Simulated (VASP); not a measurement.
Wanted: the native input for a VASP 6.6.1 run.

- Task: single point
- Functional: LDA
- Potentials or basis: VASP PAW LDA potentials, release 64 (Li_sv, Ti_sv)
- Cutoff: 520 eV
- k mesh: 10 × 10 × 10
- Occupations: methfessel-paxton, width 0.05 eV
- Spin: no spin polarisation
- Dipole correction: no
- Further INCAR settings: ALGO = Normal; EDIFF = 1e-06; NBANDS = 23

The structure of LiTi lies in POSCAR:

```
LiTi
1.0
    5.0386071490      0.0000000000      0.0000000000
    0.0000000000      3.5308603217      0.0000000000
    0.0000000000      0.0000000000      3.5308603217
Li Ti
2 2
Direct
    0.0000000000      0.0000000000      0.0000000000
    0.0000000000      0.5000000000      0.5000000000
    0.5000000000      0.0000000000      0.5000000000
    0.5000000000      0.5000000000      0.0000000000
```

These files were run (other wordings do the same):

INCAR

```
SYSTEM = LiTi
PREC = Accurate
ENCUT = 520
EDIFF = 1E-6
ISMEAR = 1
SIGMA = 0.05
LREAL = .FALSE.
LASPH = .TRUE.
NELM = 100
ALGO = Normal
ISIF = 2
LWAVE = .FALSE.
LCHARG = .TRUE.
LELF = .TRUE.
LVHAR = .TRUE.
NBANDS = 23
```

KPOINTS

```
regular mesh
0
G
  10 10 10
  0 0 0
```

Potentials or basis: VASP PAW LDA potentials, release 64 (Li_sv, Ti_sv).

Run with:

```bash
$ cat potpaw_LDA.64/Li_sv/POTCAR potpaw_LDA.64/Ti_sv/POTCAR > POTCAR
$ mpirun -np 1 vasp_std > vasp.out
```

It gave:

The band gap on the k mesh is zero (band 15 reaches 6.08 eV, above the bottom of band 16 at 4.71 eV).

Wall time 2.8 min on 1 thread of Intel Xeon 6975P-C, on a shared host, peak memory 0.26 GiB.
